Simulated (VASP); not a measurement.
# Si (I4/mmm) in VASP: notebook

Runs on Si. Level: LDA. Tasks: single point.

Program: VASP 6.6.1. These are calculated values, not measurements. Logs are shortened: lines on timing, memory, paths and dates and some standing lists are left out, and cuts for length are marked.

### Step 1. The cell of the first run

The structure is tetragonal, space group I4/mmm (No. 139). Conventional cell: a = 6.651 Å, b = 6.651 Å, c = 3.845 Å, α = 90.00°, β = 90.00°, γ = 90.00°. Within 3.1 Å of Si (site symmetry m2m) lie 4 Si at 2.34 to 2.38 Å.

### Step 2. Single point, LDA

File INCAR:

```
PREC = Accurate
ENCUT = 520
EDIFF = 1E-6
ISMEAR = 0
SIGMA = 0.1
LREAL = False
LASPH = True
NELM = 100
ALGO = Normal
ISIF = 2
LWAVE = False
LCHARG = False
GGA = CA
NBANDS = 16
```

File KPOINTS:

```
regular mesh
0
Gamma
  6 6 6
```

File POSCAR:

```
Si
1.0
   -3.3254442900      3.3254442900      1.9223856600
    3.3254442900     -3.3254442900      1.9223856600
    3.3254442900      3.3254442900     -1.9223856600
Si
4
Direct
    0.1788010600      0.1788010600      0.3576021200
    0.8211989400      0.8211989400      0.6423978800
    0.1788010600      0.8211989400      0.0000000000
    0.8211989400      0.1788010600      0.0000000000
```

Potentials or basis: VASP PAW LDA potentials, release 64 (Si).

Started as:

```sh
$ cat potpaw_LDA.64/Si/POTCAR > POTCAR
$ mpirun -np 1 vasp_std > vasp.out
```

OUTCAR:

```text
PREC = Accurate
   ENCUT = 520
   EDIFF = 1E-6
   ISMEAR = 0
   LREAL = False
   LASPH = True
   NELM = 100
   ISIF = 2
   GGA = CA

 ion  position               nearest neighbor table
   1  0.179  0.179  0.358-   2 2.34   2 2.34   3 2.38   4 2.38
   2  0.821  0.821  0.642-   1 2.34   1 2.34   4 2.38   3 2.38
   3  0.179  0.821  0.000-   4 2.34   4 2.34   2 2.38   1 2.38
   4  0.821  0.179  0.000-   3 2.34   3 2.34   2 2.38   1 2.38

  LATTYP: Found a body centered tetragonal cell.
 ALAT       =     6.6508885800
 C/A-ratio  =     0.5780838566

  Lattice vectors:

 A1 = (  -3.3254442900,   3.3254442900,   1.9223856600)
 A2 = (   3.3254442900,  -3.3254442900,   1.9223856600)
 A3 = (   3.3254442900,   3.3254442900,  -1.9223856600)

Analysis of symmetry for initial positions (statically):
=====================================================================
 Subroutine PRICEL returns:
 Original cell was already a primitive cell.

 Routine SETGRP: Setting up the symmetry group for a
 body centered tetragonal supercell.

 Subroutine GETGRP returns: Found 16 space group operations
 (whereof 16 operations were pure point group operations)
 out of a pool of 16 trial point group operations.

The static configuration has the point symmetry D_4h.

Analysis of symmetry for dynamics (positions and initial velocities):
=====================================================================
 Subroutine PRICEL returns:
 Original cell was already a primitive cell.

 Routine SETGRP: Setting up the symmetry group for a
 body centered tetragonal supercell.

 Subroutine GETGRP returns: Found 16 space group operations
 (whereof 16 operations were pure point group operations)
 out of a pool of 16 trial point group operations.

The dynamic configuration has the point symmetry D_4h.

 Subroutine INISYM returns: Found 16 space group operations
 (whereof 16 operations are pure point group operations),
 and found     1 'primitive' translations

----------------------------------------------------------------------------------------

                                     Primitive cell

  volume of cell :      85.0354

  direct lattice vectors                    reciprocal lattice vectors
    -3.325444290  3.325444290  1.922385660     0.000000000  0.150355849  0.260093492
     3.325444290 -3.325444290  1.922385660     0.150355849  0.000000000  0.260093492
     3.325444290  3.325444290 -1.922385660     0.150355849  0.150355849  0.000000000

[... 84 lines left out ...]
   LASPH  =      T    aspherical Exc in radial PAW
   ENCUT  =  520.0 eV  38.22 Ry    6.18 a.u.   9.45  9.45  9.45*2*pi/ulx,y,z
   NELM   =    100;   NELMIN=  2; NELMDL= -5     # of ELM steps
   EDIFF  = 0.1E-05   stopping-criterion for ELM
   LREAL  =      F    real-space projection
   EDIFFG = 0.1E-04   stopping-criterion for IOM
   NSW    =      0    number of steps for IOM
   IBRION =     -1    ionic relax: 0-MD 1-quasi-New 2-CG
   NFREE  =      0    steps in history (QN), initial steepest desc. (CG)
   ISIF   =      2    stress and relaxation
   ISYM   =      2    0-nonsym 1-usesym 2-fastsym
   POTIM  = 0.5000    time-step for ionic-motion
   TEBEG  =    0.0;   TEEND  =   0.0 temperature during run
   PSTRESS=    0.0 pullay stress
   NELECT =      16.0000    total number of electrons
   NUPDOWN=      -1.0000    fix difference up-down
   EMIN   =  10.00;   EMAX   =-10.00  energy-range for DOS
   EFERMI =   0.00;   METHOD = LEGACY
   ISMEAR =     0;   SIGMA  =   0.10  broadening in eV -4-tet -1-fermi 0-gaus
   EFERMI_NEDOS =   21; number of points for ismear=-14 and -15
   IALGO  =     38    algorithm
   IMIX   =      4    mixing-type and parameters
     AMIX     =   0.40;   BMIX     =  1.00
     AMIX_MAG =   1.60;   BMIX_MAG =  1.00
  volume/ion in A,a.u.               =      21.26       143.46
  Fermi-wavevector in a.u.,A,eV,Ry     =   0.938098  1.772748 11.973506  0.880028
  Thomas-Fermi vector in A             =   2.065276
   LORBIT       =      0    0 simple, 1 ext, 2 COOP (PROOUT), +10 PAW based schemes
   GGA     = CA    functional components
   LHFCALC =     F    Hartree Fock is set to
   AEXX    =    0.0000 exact exchange contribution
   IVDW    =     0    specifies the selected vdW correction
   LEPSILON=     F    determine dielectric tensor
   LRPA    =     F    only Hartree local field effects (RPA)
 non-spin polarized calculation
 Gauss-broadening in eV      SIGMA  =   0.10
  energy-cutoff  :      520.00
  volume of cell :       85.04
 maximum number of plane-waves:      2319
 NGX is ok and might be reduce to    40
   NGX = 19   NGY = 19   NGZ = 19

 number of electron      16.0000000 magnetization

 Free energy of the ion-electron system (eV)
  ---------------------------------------------------
  ext. energy  EPLUGINS =         0.00000000
  ---------------------------------------------------
  free energy    TOTEN  =       -23.36192128 eV

  energy without entropy =      -23.36144510  energy(sigma->0) =      -23.36168319

 E-fermi :   5.4688     XC(G=0):  -9.3053

 val. band max:        5.3797285632   @ k =   0.5000   0.5000   0.5000
 cond. band min:       5.5585038990   @ k =  -0.1667  -0.1667   0.1667
 fundamental gap:      0.1787753358
 Fermi energy:         5.4688096033

 k-point     1 :       0.0000    0.0000    0.0000
  band No.  band energies     occupation
      1      -6.6588      2.00000
      2      -2.4351      2.00000
      3      -0.1943      2.00000
      4      -0.1943      2.00000
      5       1.6141      2.00000
      6       3.8967      2.00000
[... 433 lines left out ...]
      3      -2.2656      2.00000
      4      -0.2938      2.00000
      5       0.2903      2.00000
      6       2.4219      2.00000
[... 8 lines left out ...]
     15      10.8982      0.00000
     16      12.1492      0.00000

 [... further k-points ...]
[... 5 lines left out ...]
  --------------------------------------------------------------------------------------
  -------------------------------------------------------------------------------------
  Total       -0.9434516     -0.9434516     -0.9980338      0.0000000     -0.0000000     -0.0000000
  in kB      -17.7758493    -17.7758493    -18.8042488      0.0000000     -0.0000000     -0.0000000
  external PRESSURE =     -18.1186491 kB  Pullay stress =       0.0000000 kB

 VOLUME and BASIS-vectors are now :
 -----------------------------------------------------------------------------
  energy-cutoff  :      520.00
  volume of cell :       85.04
      direct lattice vectors                 reciprocal lattice vectors
    -3.325444290  3.325444290  1.922385660     0.000000000  0.150355849  0.260093492
     3.325444290 -3.325444290  1.922385660     0.150355849  0.000000000  0.260093492
     3.325444290  3.325444290 -1.922385660     0.150355849  0.150355849  0.000000000

 POSITION                                       TOTAL-FORCE (eV/Angst)
 -----------------------------------------------------------------------------------
      1.18919      1.18919     -0.00000        -0.014313     -0.014313      0.000000
      2.13626      2.13626      1.92239         0.014313      0.014313     -0.000000
      2.13626     -2.13626      1.92239         0.014313     -0.014313     -0.000000
     -2.13626      2.13626      1.92239        -0.014313      0.014313     -0.000000
 -----------------------------------------------------------------------------------
    total drift:                               -0.000000     -0.000000      0.000000

  FREE ENERGIE OF THE ION-ELECTRON SYSTEM (eV)
  ---------------------------------------------------
  free  energy   TOTEN  =       -23.3619212777 eV

  energy  without entropy=      -23.3614451031  energy(sigma->0) =      -23.36168319
```

OSZICAR:

```text
N       E                     dE             d eps       ncg     rms          rms(c)
DAV:   1     0.242777789272E+02    0.24278E+02   -0.59935E+03   960   0.818E+02
DAV:   2    -0.219752035210E+02   -0.46253E+02   -0.41675E+02  1320   0.118E+02
DAV:   3    -0.239292916860E+02   -0.19541E+01   -0.19362E+01  1288   0.232E+01
DAV:   4    -0.239552187247E+02   -0.25927E-01   -0.25923E-01  1216   0.342E+00
DAV:   5    -0.239557711868E+02   -0.55246E-03   -0.55245E-03  1288   0.476E-01    0.699E+00
DAV:   6    -0.235390483144E+02    0.41672E+00   -0.19065E-01  1112   0.206E+00    0.417E+00
DAV:   7    -0.233616166080E+02    0.17743E+00   -0.32136E-01  1136   0.265E+00    0.403E-01
DAV:   8    -0.233617630826E+02   -0.14647E-03   -0.31015E-02  1136   0.955E-01    0.193E-01
DAV:   9    -0.233619102796E+02   -0.14720E-03   -0.15303E-03  1248   0.222E-01    0.915E-02
DAV:  10    -0.233619209614E+02   -0.10682E-04   -0.27784E-04  1240   0.843E-02    0.334E-02
DAV:  11    -0.233619220928E+02   -0.11315E-05   -0.17872E-05  1184   0.239E-02    0.112E-02
DAV:  12    -0.233619212777E+02    0.81507E-06   -0.42757E-06  1256   0.106E-02
   1 F= -.23361921E+02 E0= -.23361683E+02  d E =-.476175E-03
```

It took 36 s on 1 thread of Intel Xeon Platinum 8375C at 2.90GHz (Ice Lake), shared host; peak memory 0.19 GiB.

What came out:

```
Free energy            : -23.3619 eV
Pressure               : -1.8 GPa
Largest force          : 0.020 eV/Å
Band gap on the k mesh : 0.18 eV, indirect (least direct gap 0.28 eV)
```

Forces in eV/Å, atoms in the order of the input:
```
Si  -0.014 -0.014  0.000
Si   0.014  0.014  0.000
Si   0.014 -0.014  0.000
Si  -0.014  0.014  0.000
```

### Step 3. Single point, LDA

This run uses another cell than the first one, of 20.80 Å³/atom, 0.978 times its volume.

File INCAR:

```
SYSTEM = Si
PREC = Accurate
ENCUT = 520
EDIFF = 1E-7
ISMEAR = 0
SIGMA = 0.01
LREAL = .False.
LASPH = .True.
NELM = 60
ALGO = Normal
ISIF = 2
LWAVE = .False.
LCHARG = .False.
GGA = CA
NBANDS = 16
```

File KPOINTS:

```
Automatic mesh
0
Gamma
  10 10 10
  0 0 0
```

File POSCAR:

```
Si
1.0
   -3.3012718583      3.3012718583      1.9083649480
    3.3012718583     -3.3012718583      1.9083649480
    3.3012718583      3.3012718583     -1.9083649480
Si
4
Direct
    0.1788433299      0.1788433299      0.3576866599
    0.8211566701      0.8211566701      0.6423133401
    0.1788433299      0.8211566701      0.0000000000
    0.8211566701      0.1788433299      0.0000000000
```

Potentials or basis: VASP PAW LDA potentials, release 64 (Si).

Started as:

```sh
$ cat potpaw_LDA.64/Si/POTCAR > POTCAR
$ mpirun -np 1 vasp_std > vasp.out
```

Run time: 2.1 min. Hardware: 1 thread of Intel Xeon Platinum 8375C at 2.90GHz (Ice Lake), shared host; peak memory 0.24 GiB.

It converged, with:

- Free energy: -23.3820 eV
- Pressure: 0.1 GPa
- Band gap on the k mesh: 0.20 eV, indirect (least direct gap 0.26 eV)

Stress tensor (GPa, compression positive):
```
 0.09  0.00  0.00
 0.00  0.09  0.00
 0.00  0.00 -0.01
```

Levels at points of the mesh, in eV from the valence-band top:
| k point | band 6 | band 7 | band 8 | band 9 | band 10 | band 11 |
| --- | --- | --- | --- | --- | --- | --- |
| (0.00, 0.00, 0.00) | -1.52 | -1.52 | -0.57 | 1.36 | 1.56 | 1.56 |
| (0.50, 0.00, 0.00) | -3.60 | -2.44 | -1.45 | 0.71 | 2.32 | 2.92 |
| (0.50, 0.50, 0.00) | -2.05 | -1.96 | -1.66 | 1.54 | 1.83 | 1.86 |
| (0.50, 0.50, 0.50) | -0.23 | 0.00 | 0.00 | 0.26 | 3.32 | 3.47 |

A k mesh can miss the band edges.
